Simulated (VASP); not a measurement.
# Zn (P6_3/mmc) in VASP: further runs

Runs on Zn. Level: PBE. Tasks: relaxation of shape and atoms at fixed volume.

Everything below comes from runs of VASP 6.6.1. Logs are shortened: lines on timing, memory, paths and dates and some standing lists are left out, and cuts for length are marked.

## (1) The cell of the first run

The structure is hexagonal, space group P6_3/mmc (No. 194). Conventional cell: a = 2.607 Å, b = 2.607 Å, c = 5.057 Å, α = 90.00°, β = 90.00°, γ = 120.00°. Within 3.4 Å of Zn (site symmetry -6m2) lie 12 Zn at 2.61 to 2.94 Å.

## (2) Relaxation of shape and atoms at fixed volume, PBE (14.88 Å³/atom)

INCAR

```
SYSTEM = Zn
PREC     = Accurate       ! precision mode
ENCUT    = 600            ! plane-wave cutoff, eV
EDIFF    = 1E-6           ! SCF threshold, eV
ISMEAR   = 0              ! smearing method
SIGMA    = 0.1            ! smearing width, eV
LREAL    = .FALSE.        ! projectors in reciprocal space
LASPH    = .TRUE.         ! aspherical terms in the spheres
NELM     = 100            ! most SCF steps
ALGO     = Normal         ! electronic algorithm
ISIF     = 4              ! what is computed and relaxed
LWAVE    = .FALSE.        ! write WAVECAR
LCHARG   = .FALSE.        ! write CHGCAR
GGA      = PE             ! functional
IBRION   = 2              ! ionic algorithm
NSW      = 50             ! ionic steps
EDIFFG   = -0.01          ! ionic threshold
```

KPOINTS

```
Automatic mesh
0
G
  18 18 8
  0 0 0
```

POSCAR

```
Zn
1.0
    2.6067218300      0.0000000000      0.0000000000
   -1.3033609150      2.2574873254      0.0000000000
    0.0000000000      0.0000000000      5.0566420217
Zn
2
Direct
    0.3333333333      0.6666666667      0.2500000000
    0.6666666667      0.3333333333      0.7500000000
```

Potentials or basis: VASP PAW PBE potentials, release 64 (Zn).

The run is started by

```
$ cat potpaw_PBE.64/Zn/POTCAR > POTCAR
$ mpirun -np 1 vasp_std > vasp.out
```

OUTCAR:

```text
SYSTEM = Zn
   PREC = Accurate
   ENCUT = 600
   EDIFF = 1E-6
   ISMEAR = 0
   LREAL = .FALSE.
   LASPH = .TRUE.
   NELM = 100
   ISIF = 4
   GGA = PE
   IBRION = 2
   NSW = 50
   EDIFFG = -0.01

 ion  position               nearest neighbor table
   1  0.333  0.667  0.250-   2 2.94   2 2.94   2 2.94   2 2.94   2 2.94   2 2.94
   2  0.667  0.333  0.750-   1 2.94   1 2.94   1 2.94   1 2.94   1 2.94   1 2.94

  LATTYP: Found a hexagonal cell.
 ALAT       =     2.6067218300
 C/A-ratio  =     1.9398471918

  Lattice vectors:

 A1 = (   2.6067218300,   0.0000000000,   0.0000000000)
 A2 = (  -1.3033609150,   2.2574873254,   0.0000000000)
 A3 = (   0.0000000000,   0.0000000000,   5.0566420217)

Analysis of symmetry for initial positions (statically):
=====================================================================
 Subroutine PRICEL returns:
 Original cell was already a primitive cell.

 Routine SETGRP: Setting up the symmetry group for a
 hexagonal supercell.

 Subroutine GETGRP returns: Found 24 space group operations
 (whereof 12 operations were pure point group operations)
 out of a pool of 24 trial point group operations.

The static configuration has the point symmetry D_3d.
 The point group associated with its full space group is D_6h.

Analysis of symmetry for dynamics (positions and initial velocities):
=====================================================================
 Subroutine PRICEL returns:
 Original cell was already a primitive cell.

 Routine SETGRP: Setting up the symmetry group for a
 hexagonal supercell.

 Subroutine GETGRP returns: Found 24 space group operations
 (whereof 12 operations were pure point group operations)
 out of a pool of 24 trial point group operations.

The dynamic configuration has the point symmetry D_3d.
 The point group associated with its full space group is D_6h.

 Subroutine INISYM returns: Found 24 space group operations
 (whereof 12 operations are pure point group operations),
 and found     1 'primitive' translations

----------------------------------------------------------------------------------------

                                     Primitive cell

  volume of cell :      29.7565

  direct lattice vectors                    reciprocal lattice vectors
     2.606721830  0.000000000  0.000000000     0.383623595  0.221485186  0.000000000
    -1.303360915  2.257487325  0.000000000     0.000000000  0.442970372  0.000000000
     0.000000000  0.000000000  5.056642022     0.000000000  0.000000000  0.197759698

  length of vectors
     2.606721830  2.606721830  5.056642022     0.442970372  0.442970372  0.197759698

  position of ions in fractional coordinates (direct lattice)
     0.333333333  0.666666667  0.250000000
     0.666666667  0.333333333  0.750000000

  ion indices of the primitive-cell ions
   primitive index   ion index
                 1           1
                 2           2

----------------------------------------------------------------------------------------

 KPOINTS: Automatic mesh

Automatic generation of k-mesh.
 Grid dimensions read from file:
 generate k-points for:   18   18    8

 Generating k-lattice:

  Cartesian coordinates                     Fractional coordinates (reciprocal lattice)
     0.021312422  0.012304733  0.000000000     0.055555556  0.000000000  0.000000000
     0.000000000  0.024609465  0.000000000     0.000000000  0.055555556  0.000000000
     0.000000000  0.000000000  0.024719962     0.000000000  0.000000000  0.125000000

  Length of vectors
     0.024609465  0.024609465  0.024719962

  Shift w.r.t. Gamma in fractional coordinates (k-lattice)
     0.000000000  0.000000000  0.000000000

 Subroutine IBZKPT returns following result:
 ===========================================

 Found    185 irreducible k-points:

 Following reciprocal coordinates:
            Coordinates               Weight
  0.000000  0.000000  0.000000      1.000000
  0.055556  0.000000  0.000000      6.000000
  0.111111  0.000000  0.000000      6.000000
  0.166667  0.000000  0.000000      6.000000
  0.222222 -0.000000  0.000000      6.000000
  0.277778  0.000000  0.000000      6.000000
[... 16 lines left out ...]
  0.333333  0.111111  0.000000     12.000000
  0.388889  0.111111  0.000000     12.000000
 [... further k-points ...]
   k-points           NKPTS =    185   k-points in BZ     NKDIM =    185   number of bands    NBANDS=     16
   number of dos      NEDOS =    301   number of ions     NIONS =      2
   total plane-waves  NPLWV =  23040
   dimension x,y,z NGX =    24 NGY =   24 NGZ =   40
   dimension x,y,z NGXF=    48 NGYF=   48 NGZF=   80
   ions per type =               2
   NGX,Y,Z   is equivalent  to a cutoff of  15.31, 15.31, 13.15 a.u.
   NGXF,Y,Z  is equivalent  to a cutoff of  30.61, 30.61, 26.30 a.u.
 SYSTEM =  Zn
   PREC   = accura    normal or accurate (medium, high low for compatibility)
   ISTART =      0    job   : 0-new  1-cont  2-samecut
   ICHARG =      2    charge: 1-file 2-atom 10-const
   ISPIN  =      1    spin polarized calculation?
   LNONCOLLINEAR =      F non collinear calculations
   LSORBIT =      F    spin-orbit coupling
   LASPH  =      T    aspherical Exc in radial PAW
   ENCUT  =  600.0 eV  44.10 Ry    6.64 a.u.   5.21  5.21 10.10*2*pi/ulx,y,z
   NELM   =    100;   NELMIN=  2; NELMDL= -5     # of ELM steps
   EDIFF  = 0.1E-05   stopping-criterion for ELM
   LREAL  =      F    real-space projection
   EDIFFG = -.1E-01   stopping-criterion for IOM
   NSW    =     50    number of steps for IOM
   IBRION =      2    ionic relax: 0-MD 1-quasi-New 2-CG
   NFREE  =      1    steps in history (QN), initial steepest desc. (CG)
   ISIF   =      4    stress and relaxation
   ISYM   =      2    0-nonsym 1-usesym 2-fastsym
   POTIM  = 0.5000    time-step for ionic-motion
   TEBEG  =    0.0;   TEEND  =   0.0 temperature during run
   PSTRESS=    0.0 pullay stress
   NELECT =      24.0000    total number of electrons
   NUPDOWN=      -1.0000    fix difference up-down
   EMIN   =  10.00;   EMAX   =-10.00  energy-range for DOS
   EFERMI =   0.00;   METHOD = LEGACY
   ISMEAR =     0;   SIGMA  =   0.10  broadening in eV -4-tet -1-fermi 0-gaus
   EFERMI_NEDOS =   21; number of points for ismear=-14 and -15
   IALGO  =     38    algorithm
   IMIX   =      4    mixing-type and parameters
     AMIX     =   0.40;   BMIX     =  1.00
     AMIX_MAG =   1.60;   BMIX_MAG =  1.00
  volume/ion in A,a.u.               =      14.88       100.40
  Fermi-wavevector in a.u.,A,eV,Ry     =   1.523881  2.879718 31.595647  2.322215
  Thomas-Fermi vector in A             =   2.632264
   LORBIT       =      0    0 simple, 1 ext, 2 COOP (PROOUT), +10 PAW based schemes
   GGA     = PE    functional components
   LHFCALC =     F    Hartree Fock is set to
   AEXX    =    0.0000 exact exchange contribution
   IVDW    =     0    specifies the selected vdW correction
   LEPSILON=     F    determine dielectric tensor
   LRPA    =     F    only Hartree local field effects (RPA)
 conjugate gradient relaxation of ions
 non-spin polarized calculation
 Gauss-broadening in eV      SIGMA  =   0.10
  energy-cutoff  :      600.00
  volume of cell :       29.76
 maximum number of plane-waves:      1006
 NGX is ok and might be reduce to    24
   NGX = 11   NGY = 11   NGZ = 21

--------------------------------------- Ionic step        1  -------------------------------------------

 number of electron      24.0000029 magnetization

 Free energy of the ion-electron system (eV)
  ---------------------------------------------------
  ext. energy  EPLUGINS =         0.00000000
  ---------------------------------------------------
  free energy    TOTEN  =        -2.21130190 eV

  energy without entropy =       -2.20978282  energy(sigma->0) =       -2.21054236

------------------------ aborting loop because EDIFF is reached ----------------------------------------

  FORCE on cell =-STRESS in cart. coord.  units (eV):
  Direction    XX          YY          ZZ          XY          YZ          ZX
  --------------------------------------------------------------------------------------
  -------------------------------------------------------------------------------------
  Total        0.6174312      0.6174312      0.3245184     -0.0000000      0.0000000      0.0000000
  in kB       33.2442800     33.2442800     17.4730107     -0.0000000      0.0000000      0.0000000
  external PRESSURE =      27.9871902 kB  Pullay stress =       0.0000000 kB
[... 57 lines left out ...]
  energy  without entropy=       -2.2106120816  energy(sigma->0) =       -2.21150665

--------------------------------------- Ionic step        3  -------------------------------------------

 number of electron      24.0000032 magnetization

 Free energy of the ion-electron system (eV)
  ---------------------------------------------------
  ext. energy  EPLUGINS =         0.00000000
  ---------------------------------------------------
  free energy    TOTEN  =        -2.21318408 eV

  energy without entropy =       -2.21124032  energy(sigma->0) =       -2.21221220

 E-fermi :   3.3618     XC(G=0): -11.6612

 val. band max:        3.3286304028   @ k =   0.2222   0.2222   0.0000
 cond. band min:       3.3677561301   @ k =   0.2778   0.1667   0.0000
 fundamental gap:      0.0391257272
 Fermi energy:         3.3618103837

 k-point     1 :       0.0000    0.0000    0.0000
  band No.  band energies     occupation
      1      -7.3171      2.00000
      2      -5.5023      2.00000
      3      -4.7590      2.00000
      4      -4.4916      2.00000
      5      -4.4916      2.00000
      6      -4.4453      2.00000
[... 8 lines left out ...]
     15      20.0758      0.00000
     16      21.5021      0.00000
[... 420 lines left out ...]
  band No.  band energies     occupation
      1      -5.1591      2.00000
      2      -5.0637      2.00000
      3      -4.9521      2.00000
      4      -4.5046      2.00000
      5      -4.3383      2.00000
      6      -4.3327      2.00000
[... 8 lines left out ...]
     15       8.7372      0.00000
     16      10.1737      0.00000

 [... further k-points ...]

------------------------ aborting loop because EDIFF is reached ----------------------------------------

  FORCE on cell =-STRESS in cart. coord.  units (eV):
  Direction    XX          YY          ZZ          XY          YZ          ZX
  --------------------------------------------------------------------------------------
  -------------------------------------------------------------------------------------
  Total        0.4106282      0.4106282      0.4059096      0.0000000      0.0000000      0.0000000
  in kB       22.1094067     22.1094067     21.8553475      0.0000000      0.0000000      0.0000000
  external PRESSURE =      22.0247203 kB  Pullay stress =       0.0000000 kB
[... 17 lines left out ...]
  FREE ENERGIE OF THE ION-ELECTRON SYSTEM (eV)
  ---------------------------------------------------
  free  energy   TOTEN  =        -2.2131840779 eV

  energy  without entropy=       -2.2112403207  energy(sigma->0) =       -2.21221220

 reached required accuracy - stopping structural energy minimisation
```

It took 53 s on 1 thread of Intel Xeon 6975P-C (Granite Rapids), shared host; peak memory 0.23 GiB.

Results:

| Quantity | Value |
| --- | --- |
| Free energy | -2.2132 eV |
| Energy gained by relaxing | 0.9 meV/atom |
| Ionic steps | 3 |
| Pressure after relaxing | 2.2 GPa |
| Band gap on the k mesh | zero (bands 12 and 13 overlap by 5.04 eV) |

Step by step:
| step | energy change (eV) | largest force (eV/Å) | pressure (GPa) | volume (Å³) |
| --- | --- | --- | --- | --- |
| 1 | 0.0000 | 0.0000 | 2.80 | 29.76 |
| 2 | -0.0011 | 0.0000 | 2.75 | 29.76 |
| 3 | -0.0019 | 0.0000 | 2.20 | 29.76 |

Final structure:
```
CELL_PARAMETERS angstrom
2.62391 0.00000 0.00000
-1.31196 2.27238 0.00000
0.00000 0.00000 4.99060
ATOMIC_POSITIONS crystal
Zn 0.33333 0.66667 0.25000
Zn 0.66667 0.33333 0.75000
```

## (3) Relaxation of shape and atoms at fixed volume, PBE (15.80 Å³/atom)

This run uses another cell than the first one, of 15.80 Å³/atom.

Edit INCAR of step 2 so:

```diff
@@ -3,3 +3,3 @@
 ENCUT    = 600            ! plane-wave cutoff, eV
-EDIFF    = 1E-6           ! SCF threshold, eV
+EDIFF    = 1E-7           ! SCF threshold, eV
 ISMEAR   = 0              ! smearing method
@@ -8,4 +8,4 @@
 LASPH    = .TRUE.         ! aspherical terms in the spheres
-NELM     = 100            ! most SCF steps
-ALGO     = Normal         ! electronic algorithm
+NELM     = 80             ! most SCF steps
+ALGO     = Fast           ! electronic algorithm
 ISIF     = 4              ! what is computed and relaxed
```

KPOINTS

```
regular mesh
0
G
  18 18 8
  0 0 0
```

POSCAR

```
Zn
1.0
    2.6593970690      0.0000000000      0.0000000000
   -1.3296985345      2.3031054205      0.0000000000
    0.0000000000      0.0000000000      5.1588239362
Zn
2
Direct
    0.3333333333      0.6666666667      0.2500000000
    0.6666666667      0.3333333333      0.7500000000
```

Potentials or basis: VASP PAW PBE potentials, release 64 (Zn).

The run is started by

```
$ cat potpaw_PBE.64/Zn/POTCAR > POTCAR
$ mpirun -np 1 vasp_std > vasp.out
```

Run time: 2.3 min. Hardware: 1 thread of AMD EPYC 9R45 (Zen 5), shared host; peak memory 0.2 GiB.

It converged, with:

```yaml
Free_energy: -2.2164 eV
Energy_gained_by_relaxing: 0.3 meV/atom
Ionic_steps: 3
Pressure_after_relaxing: -1.6 GPa
Band_gap_on_the_k_mesh: zero (bands 12 and 13 overlap by 5.39 eV)
```

Step by step:
```csv
step,energy change (eV),largest force (eV/Å),pressure (GPa),volume (Å³)
1,0.0000,0.0000,-1.82,31.60
2,-0.0004,0.0000,-1.73,31.60
3,-0.0006,0.0000,-1.61,31.60
```

Final structure:
```
Zn
1.0
     2.65146    0.00000    0.00000
    -1.32573    2.29624    0.00000
     0.00000    0.00000    5.18974
Zn
2
Direct
  0.33333 0.66667 0.25000
  0.66667 0.33333 0.75000
```

Levels at points of the mesh, in eV from the Fermi level:
| k point | band 8 | band 9 | band 10 | band 11 | band 12 | band 13 | band 14 | band 15 | band 16 |
| --- | --- | --- | --- | --- | --- | --- | --- | --- | --- |
| (0.00, 0.00, 0.00) | -7.15 | -7.15 | -7.00 | -7.00 | -3.59 | -3.58 | 11.67 | 15.49 | 18.07 |
| (0.50, 0.00, 0.00) | -7.04 | -6.79 | -6.78 | -2.49 | -1.83 | 2.28 | 3.61 | 3.67 | 5.63 |
| (0.00, 0.00, 0.50) | -7.47 | -7.07 | -7.07 | -7.07 | -7.07 | 3.60 | 3.60 | 19.20 | 19.20 |
| (0.50, 0.00, 0.50) | -7.05 | -6.78 | -6.78 | -1.61 | -1.61 | 0.29 | 0.29 | 9.32 | 9.32 |

The gap in the log of VASP goes by the Fermi energy; the results here count the filled bands.